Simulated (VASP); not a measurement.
Set up this calculation in VASP 6.6.1, as the native input.

```
Task                   : single point
Functional             : PBE
Potentials or basis    : VASP PAW PBE potentials, release 64 (Si, Ni)
Cutoff                 : 520 eV
k mesh                 : 1 × 1 × 1, shifted
Occupations            : fermi-dirac, width 0.0844 eV
Spin                   : no spin polarisation
Dipole correction      : no
Further INCAR settings : LREAL = Auto; ALGO = Normal; EDIFF = 1e-06; NBANDS = 78; ISYM = 0
```

The structure of Si5Ni lies in POSCAR:

```
Si5Ni
1.0
    7.1614510000     -0.0505580000     -0.0272950000
   -0.0505580000      7.1365650000     -0.2213880000
   -0.0272950000     -0.2213880000      7.0643700000
Si Ni
20 4
Direct
    0.7115786241      0.4199745828      0.6756685835
    0.3707333218      0.4136721478      0.9128075420
    0.8370839992      0.9275225203      0.4433910686
    0.4385966396      0.6846268305      0.2270371824
    0.6723345923      0.5496898365      0.0287972043
    0.9558511810      0.2404698000      0.4632248999
    0.8440675835      0.7980226021      0.1238766447
    0.5271958533      0.1293524036      0.5736754843
    0.7616333704      0.8467392154      0.8192936786
    0.7897737884      0.2831847758      0.1786419152
    0.9285344944      0.2519440233      0.8570250047
    0.2160893660      0.1487078890      0.1206093822
    0.0867263068      0.7418525151      0.7480350603
    0.2632636572      0.3465995796      0.5832716533
    0.4202337476      0.7643426054      0.8786136005
    0.5167008188      0.0933509812      0.2547337039
    0.1768554635      0.9941020968      0.4274747139
    0.4848380320      0.6513875641      0.5949791764
    0.8855129790      0.5956534570      0.3945690280
    0.1052654630      0.5273718066      0.0397725502
    0.1890856116      0.6238430487      0.4223881898
    0.6347149325      0.1619298015      0.8901279037
    0.1745590706      0.8091227019      0.1537499659
    0.2529789506      0.0791702430      0.7817428026
```

These files were run (other wordings do the same):

INCAR

```
  ALGO = Normal
  EDIFF = 1E-6
  ENCUT = 520
  GGA = PE
  ISIF = 2
  ISMEAR = -1
  ISYM = 0
  LASPH = T
  LCHARG = T
  LELF = T
  LREAL = Auto
  LVHAR = T
  LWAVE = F
  NBANDS = 78
  NELM = 60
  PREC = Accurate
  SIGMA = 0.0844
```

KPOINTS

```
Automatic mesh
0
Gamma
  1 1 1
  0.25 0.25 0.25
```

Potentials or basis: VASP PAW PBE potentials, release 64 (Si, Ni).

Run with:

```console
$ cat potpaw_PBE.64/Si/POTCAR potpaw_PBE.64/Ni/POTCAR > POTCAR
$ mpirun -np 1 vasp_std > vasp.out
```

It gave:

| Quantity | Value |
| --- | --- |
| Pressure | 4.8 GPa |
| Largest force | 3.346 eV/Å |
| Band gap on the k mesh | 0.41 eV |

Caveat: the k points lie up to 0.89 Å⁻¹ apart.

It took 58 s on 1 thread of AMD EPYC 9R45 96-Core Processor (Zen 5), with other jobs on the host, peak memory 0.34 GiB.
